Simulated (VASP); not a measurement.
# NiSb (P6_3/mmc) in VASP: further runs

The runs below take NiSb through single point, with PBE, r2SCAN.

All numbers are computed with VASP 6.6.1; they aren't measurements. Logs are shortened: lines on timing, memory, paths and dates and some standing lists are left out, and cuts for length are marked.

## Step 1: The cell of the first run

It takes space group P6_3/mmc (No. 194, hexagonal). Conventional cell: a = 3.928 Å, b = 3.928 Å, c = 5.120 Å, α = 90.00°, β = 90.00°, γ = 120.00°. Within 3.5 Å of Sb (site symmetry -6m2) lie 6 Ni at 2.60 Å and 6 Sb at 3.42 Å. Ni (site symmetry -3m) has 2 Ni at 2.56 Å and 6 Sb at 2.60 Å within 3.4 Å.

## Step 2: Single point, PBE, collinear spin, ferromagnetic start

File INCAR:

```
SYSTEM = NiSb
  PREC = Accurate
  ENCUT = 690
  EDIFF = 1E-6
  ISMEAR = -1
  SIGMA = 0.05
  LREAL = .False.
  LASPH = .True.
  NELM = 200
  ALGO = Normal
  ISIF = 2
  LWAVE = .False.
  LCHARG = .False.
  ISPIN = 2
  MAGMOM = 0 0 0.75 0.75
  LORBIT = 11
  NUPDOWN = 1.5
  LMAXMIX = 4
  GGA = PE
  NBANDS = 45
  GGA_COMPAT = .False.
```

File KPOINTS:

```
regular mesh
0
Gamma
  7 7 5
  0 0 0
```

File POSCAR:

```
NiSb
1.0
    3.9280000000      0.0000000000      0.0000000000
   -1.9640000000      3.4017477861      0.0000000000
    0.0000000000      0.0000000000      5.1200000000
Sb Ni
2 2
Direct
    0.6666666667      0.3333333333      0.7500000000
    0.3333333333      0.6666666667      0.2500000000
    0.0000000000      0.0000000000      0.5000000000
    0.0000000000      0.0000000000      0.0000000000
```

Potentials or basis: VASP PAW PBE potentials, release 64 (Sb_d_GW, Ni_sv_GW).

Started as:

```bash
$ cat potpaw_PBE.64/Sb_d_GW/POTCAR potpaw_PBE.64/Ni_sv_GW/POTCAR > POTCAR
$ mpirun -np 1 vasp_std > vasp.out
```

OUTCAR:

```text
SYSTEM = NiSb
   PREC = Accurate
   ENCUT = 690
   EDIFF = 1E-6
   ISMEAR = -1
   LREAL = .False.
   LASPH = .True.
   NELM = 200
   ISIF = 2
   ISPIN = 2
   LORBIT = 11
   NUPDOWN = 1.5
   GGA = PE

 ion  position               nearest neighbor table
   1  0.667  0.333  0.750-   3 2.60   4 2.60   3 2.60   4 2.60   3 2.60   4 2.60   2 3.42   2 3.42
                             2 3.42   2 3.42   2 3.42   2 3.42
   2  0.333  0.667  0.250-   3 2.60   4 2.60   3 2.60   4 2.60   3 2.60   4 2.60   1 3.42   1 3.42
                             1 3.42   1 3.42   1 3.42   1 3.42
   3  0.000  0.000  0.500-   4 2.56   4 2.56   1 2.60   2 2.60   1 2.60   2 2.60   1 2.60   2 2.60

   4  0.000  0.000  0.000-   3 2.56   3 2.56   1 2.60   2 2.60   1 2.60   2 2.60   1 2.60   2 2.60

  LATTYP: Found a hexagonal cell.
 ALAT       =     3.9280000000
 C/A-ratio  =     1.3034623218

  Lattice vectors:

 A1 = (   3.9280000000,   0.0000000000,   0.0000000000)
 A2 = (  -1.9640000000,   3.4017477861,   0.0000000000)
 A3 = (   0.0000000000,   0.0000000000,   5.1200000000)

Analysis of symmetry for initial positions (statically):
=====================================================================
 Subroutine PRICEL returns:
 Original cell was already a primitive cell.

 Routine SETGRP: Setting up the symmetry group for a
 hexagonal supercell.

 Subroutine GETGRP returns: Found 24 space group operations
 (whereof 12 operations were pure point group operations)
 out of a pool of 24 trial point group operations.

The static configuration has the point symmetry D_3d.
 The point group associated with its full space group is D_6h.

Analysis of symmetry for dynamics (positions and initial velocities):
=====================================================================
 Subroutine PRICEL returns:
 Original cell was already a primitive cell.

 Routine SETGRP: Setting up the symmetry group for a
 hexagonal supercell.

 Subroutine GETGRP returns: Found 24 space group operations
 (whereof 12 operations were pure point group operations)
 out of a pool of 24 trial point group operations.

The dynamic configuration has the point symmetry D_3d.
 The point group associated with its full space group is D_6h.

Analysis of structural, dynamic, and magnetic symmetry:
=====================================================================
 Subroutine PRICEL returns:
[... 139 lines left out ...]
   LHFCALC =     F    Hartree Fock is set to
   AEXX    =    0.0000 exact exchange contribution
   IVDW    =     0    specifies the selected vdW correction
   LEPSILON=     F    determine dielectric tensor
   LRPA    =     F    only Hartree local field effects (RPA)
 spin polarized calculation
  energy-cutoff  :      690.00
  volume of cell :       68.41
 maximum number of plane-waves:      2848
 NGX is ok and might be reduce to    36
   NGX = 17   NGY = 17   NGZ = 21

 number of electron      66.0000041 magnetization       1.5000002

 Free energy of the ion-electron system (eV)
  ---------------------------------------------------
  ext. energy  EPLUGINS =         0.00000000
  ---------------------------------------------------
  free energy    TOTEN  =       -21.77263943 eV

  energy without entropy =      -21.75752324  energy(sigma->0) =      -21.76508133

 E-fermi :   7.3459     XC(G=0): -12.0512

 val. band max:        8.4201134509   @ k =   0.4286   0.1429   0.0000
 cond. band min:       7.4579188001   @ k =   0.2857   0.2857   0.2000
 fundamental gap:     -0.9621946508
 Fermi energy:         8.4822477163

 spin component 1

 k-point     1 :       0.0000    0.0000    0.0000
  band No.  band energies     occupation
      1     -95.8730      1.00000
      2     -95.8656      1.00000
      3     -56.3555      1.00000
      4     -56.2695      1.00000
      5     -56.2629      1.00000
      6     -56.2629      1.00000
[... 1141 lines left out ...]
     44      18.2032      0.00000
     45      18.8778      0.00000
 Fermi energy:         7.3458895251

 spin component 2

 k-point     1 :       0.0000    0.0000    0.0000
  band No.  band energies     occupation
      1     -95.2920      1.00000
      2     -95.2845      1.00000
      3     -55.7447      1.00000
      4     -55.7210      1.00000
      5     -55.7210      1.00000
      6     -55.7130      1.00000
[... 1141 lines left out ...]
     44      18.3931      0.00000
     45      19.0841      0.00000

------------------------ aborting loop because EDIFF is reached ----------------------------------------

  FORCE on cell =-STRESS in cart. coord.  units (eV):
  Direction    XX          YY          ZZ          XY          YZ          ZX
  --------------------------------------------------------------------------------------
  -------------------------------------------------------------------------------------
  Total        2.8433498      2.8433498      2.0257904      0.0000000      0.0000000      0.0000000
  in kB       66.5882080     66.5882080     47.4418408      0.0000000      0.0000000      0.0000000
  external PRESSURE =      60.2060856 kB  Pullay stress =       0.0000000 kB

 VOLUME and BASIS-vectors are now :
 -----------------------------------------------------------------------------
  energy-cutoff  :      690.00
  volume of cell :       68.41
      direct lattice vectors                 reciprocal lattice vectors
     3.928000000  0.000000000  0.000000000     0.254582485  0.146983266  0.000000000
    -1.964000000  3.401747786  0.000000000     0.000000000  0.293966532  0.000000000
     0.000000000  0.000000000  5.120000000     0.000000000  0.000000000  0.195312500

 POSITION                                       TOTAL-FORCE (eV/Angst)
 -----------------------------------------------------------------------------------
      1.96400      1.13392      3.84000         0.000000     -0.000000      0.000000
     -0.00000      2.26783      1.28000        -0.000000      0.000000      0.000000
      0.00000      0.00000      2.56000         0.000000      0.000000      0.000000
      0.00000      0.00000      0.00000        -0.000000      0.000000      0.000000
 -----------------------------------------------------------------------------------
    total drift:                               -0.000001      0.000000     -0.000000

  FREE ENERGIE OF THE ION-ELECTRON SYSTEM (eV)
  ---------------------------------------------------
  free  energy   TOTEN  =       -21.7726394278 eV

  energy  without entropy=      -21.7575232417  energy(sigma->0) =      -21.76508133

 total charge

# of ion       s       p       d       f       tot
--------------------------------------------------
    1        1.259   1.448  10.074   0.031  12.812
    2        1.259   1.448  10.074   0.031  12.812
    3        2.218   6.283   7.906   0.003  16.410
    4        2.218   6.283   7.906   0.003  16.410
--------------------------------------------------
tot          6.953  15.464  35.960   0.066  58.443

 magnetization (x)

# of ion       s       p       d       f       tot
--------------------------------------------------
    1        0.047   0.102   0.007   0.001   0.158
    2        0.047   0.102   0.007   0.001   0.158
    3        0.007   0.024   0.464   0.000   0.495
    4        0.007   0.024   0.464   0.000   0.495
--------------------------------------------------
tot          0.108   0.252   0.942   0.003   1.306
```

stdout:

```text
POSCAR found type information on POSCAR SbNi
 POSCAR found :  2 types and       4 ions
 scaLAPACK will be used
 LDA part: xc-table for (Slater+PW92), standard interpolation
 POSCAR, INCAR and KPOINTS ok, starting setup
 FFT: planning ... GRIDC
 FFT: planning ... GRID_SOFT
 FFT: planning ... GRID
 WAVECAR not read
 entering main loop
```

It took 3.8 min on 1 thread of Intel Xeon Platinum 8488C (Sapphire Rapids), shared host; peak memory 0.42 GiB.

Results:

* Free energy: -21.7726 eV
* Pressure: 6.0 GPa
* Net moment: 1.50 μB per cell
* Site moments: Sb +0.16; Ni +0.49 μB
* Valence electrons inside the program's atomic spheres: Sb 12.81; Ni 16.41

Stress tensor (GPa, compression positive):
```
6.66 0.00 0.00
0.00 6.66 0.00
0.00 0.00 4.74
```

Caveat: the cell stands under pressure; spin-orbit coupling is left out, which moves the levels of the heavy elements; the total moment is fixed, so each spin has its own Fermi level and the state may be an excited one.

## Step 3: Single point, r2SCAN, collinear spin, ferromagnetic start

This run uses another cell than the first one, of 17.16 Å³/atom.

File POSCAR:

```
NiSb
1.0
    3.9248594387      0.0000000000      0.0000000000
   -1.9624297194      3.3990279802      0.0000000000
    0.0000000000      0.0000000000      5.1445865890
Sb Ni
2 2
Direct
    0.6666666667      0.3333333333      0.7500000000
    0.3333333333      0.6666666667      0.2500000000
    0.0000000000      0.0000000000      0.5000000000
    0.0000000000      0.0000000000      0.0000000000
```

File INCAR.step1:

```
  PREC = Accurate
  ENCUT = 520
  ISMEAR = -1
  SIGMA = 0.05
  LREAL = False
  LASPH = True
  NELM = 150
  ISPIN = 2
  MAGMOM = 0 0 1 1
  LMAXMIX = 4
  NBANDS = 27
  GGA = PE
  ALGO = Normal
  EDIFF = 1E-4
  LWAVE = True
  LCHARG = False
```

File INCAR.step2:

```
  PREC = Accurate
  ENCUT = 520
  EDIFF = 1E-6
  ISMEAR = -1
  SIGMA = 0.05
  LREAL = False
  LASPH = True
  NELM = 150
  ALGO = Normal
  ISIF = 2
  LWAVE = False
  LCHARG = False
  ISPIN = 2
  MAGMOM = 0 0 1 1
  LORBIT = 11
  LMAXMIX = 4
  METAGGA = R2SCAN
  LMIXTAU = True
  NBANDS = 27
  ISTART = 1
```

File KPOINTS:

```
Automatic mesh
0
Gamma
  6 6 4
```

Potentials or basis: VASP PAW PBE potentials, release 64 (Sb, Ni).

Started as:

```bash
$ cat potpaw_PBE.64/Sb/POTCAR potpaw_PBE.64/Ni/POTCAR > POTCAR
$ cp INCAR.step1 INCAR
$ mpirun -np 1 vasp_std > vasp.out
$ cp INCAR.step2 INCAR
$ mpirun -np 1 vasp_std > vasp.out
```

Wall time 4.3 min (1 thread of Intel Xeon Platinum 8259CL at 2.50GHz (Skylake/Cascade Lake), shared host); peak memory 0.26 GiB.

It converged, with:

* Free energy: -76.3469 eV
* Pressure: 0.0 GPa
* Band gap on the k mesh: zero (filled and empty bands overlap)
* Net moment: 0.00 μB per cell
* Valence electrons inside the program's atomic spheres: Sb 2.42; Ni 9.44

Stress tensor (GPa, compression positive):
```
-0.05  0.00  0.00
 0.00 -0.05  0.00
 0.00  0.00  0.06
```

Levels at points of the mesh, in eV from the Fermi level:
Spin up:
```
           k point  band 13  band 14  band 15  band 16  band 17  band 18
(0.00, 0.00, 0.00)    -0.20     0.51     0.51     2.50     2.50     3.52
(0.50, 0.00, 0.00)    -1.77    -1.59    -1.51    -0.35     1.06     3.61
(0.00, 0.00, 0.50)     0.26     0.26     2.08     2.08     2.08     2.08
(0.50, 0.00, 0.50)    -2.03    -2.03     0.10     0.10     1.75     1.75
```
Spin down:
```csv
k point,band 13,band 14,band 15,band 16,band 17,band 18
"(0.00, 0.00, 0.00)",-0.20,0.51,0.51,2.50,2.50,3.52
"(0.50, 0.00, 0.00)",-1.77,-1.59,-1.51,-0.35,1.06,3.61
"(0.00, 0.00, 0.50)",0.26,0.26,2.08,2.08,2.08,2.08
"(0.50, 0.00, 0.50)",-2.03,-2.03,0.10,0.10,1.75,1.75
```

Caveat: the moments typed at the start vanished in this run; the PAW data sets were made with another functional, which shifts forces and pressure a little; spin-orbit coupling is left out, which moves the levels of the heavy elements.

The gap in the log of VASP goes by the Fermi energy; the results here count the filled bands.